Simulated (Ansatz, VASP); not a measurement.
## LiCl in VASP and in Ansatz

INCAR

```
SYSTEM = LiCl
ALGO = Normal
EDIFF = 1E-6
ENCUT = 520
GGA = PE
ISIF = 2
ISMEAR = 0
LASPH = .TRUE.
LCHARG = .TRUE.
LELF = .TRUE.
LREAL = .FALSE.
LVHAR = .TRUE.
LWAVE = .FALSE.
NBANDS = 12
NELM = 100
PREC = Accurate
SIGMA = 0.05
```

The input KPOINTS:

```
k-points
0
G
  8 8 8
  0 0 0
```

POSCAR

```
LiCl
1.0
    0.0000000000      2.6288790000      2.5647600000
    2.6288790000      0.0000000000      2.5647600000
    2.6288790000      2.6288790000      0.0000000000
Li Cl
1 1
Direct
    0.0000000000      0.0000000000      0.0000000000
    0.5000000000      0.5000000000      0.5000000000
```

Input for Ansatz:

```yaml
crystal:
  lattice:
    - [0.0, 2.628879, 2.56476]
    - [2.628879, 0.0, 2.56476]
    - [2.628879, 2.628879, 0.0]
  atoms:
    - { symbol: Li, position: [0.0, 0.0, 0.0] }
    - { symbol: Cl, position: [0.5, 0.5, 0.5] }
basis:
  ecutwfc: 420
kpoints:
  mp_grid: { grid: [8, 8, 8] }
hamiltonian:
  xc: pbe
scf:
  occupations: { method: gaussian, width: 0.05 }
output:
  forces: true
  stress: true
  eigenvalues: true
  write_density: true
  write_potential: true
  elf: true
  volumetric_format: npy
```

Change from the starting cell: strain +0.025 along x and y, +0.000 along z, atoms carried along.

Alike in both runs: task single point; functional PBE; k mesh 8 × 8 × 8; occupations gaussian, width 0.05 eV; no spin polarisation.

|  | VASP | Ansatz |
| --- | --- | --- |
| version | VASP 6.6.1 | Ansatz 0.2.0 |
| potentials or method | VASP PAW PBE potentials, release 64 (Li_sv, Cl), cutoff 520 eV | scalar-relativistic, plane waves, PAW |
| valence electrons in the cell | 10 | 10 |

```tsv
	VASP	Ansatz	Ansatz less VASP
gap on the k mesh at the Fermi level (eV)	6.05	6.03	-0.012
least direct gap on the mesh (eV)	6.05	6.03	-0.012
```

Noted on VASP's run: the cutoff is short for stress, so the pressure is rough.
